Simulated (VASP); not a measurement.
A run of VASP 6.6.1 is set up as follows.

INCAR

```
SYSTEM = Pt
ALGO = Normal ; EDIFF = 1E-6
ENCUT = 520 ; ISIF = 2
ISMEAR = 0 ; LASPH = .True.
LCHARG = .False. ; LREAL = .False.
LWAVE = .False. ; NBANDS = 11
NELM = 80 ; PREC = Accurate
SIGMA = 0.15
```

Contents of KPOINTS:

```
k-points
0
Gamma
  22 22 22
  0 0 0
```

Contents of POSCAR:

```
Pt
1.0
    0.0000000000      2.2411770984      1.4101486303
    2.2411770984      0.0000000000      1.4101486303
    2.2411770984      2.2411770984      0.0000000000
Pt
1
Direct
    0.0000000000      0.0000000000      0.0000000000
```

Potentials or basis: VASP PAW LDA potentials, release 64 (Pt).

Launch:

```sh
$ cat potpaw_LDA.64/Pt/POTCAR > POTCAR
$ mpirun -np 1 vasp_std > vasp.out
```

Question: What does it give for the pressure?

Answer: 17.8 GPa.

Question: What does it give for the band gap on the k mesh?

Answer: Zero (band 5 reaches 13.34 eV, above the bottom of band 6 at 10.79 eV).

Stress tensor (GPa, compression positive):
```
22.46  0.00  0.00
 0.00 22.46  0.00
 0.00  0.00  8.49
```

Caveat: spin-orbit coupling is left out, which moves the levels of the heavy elements.
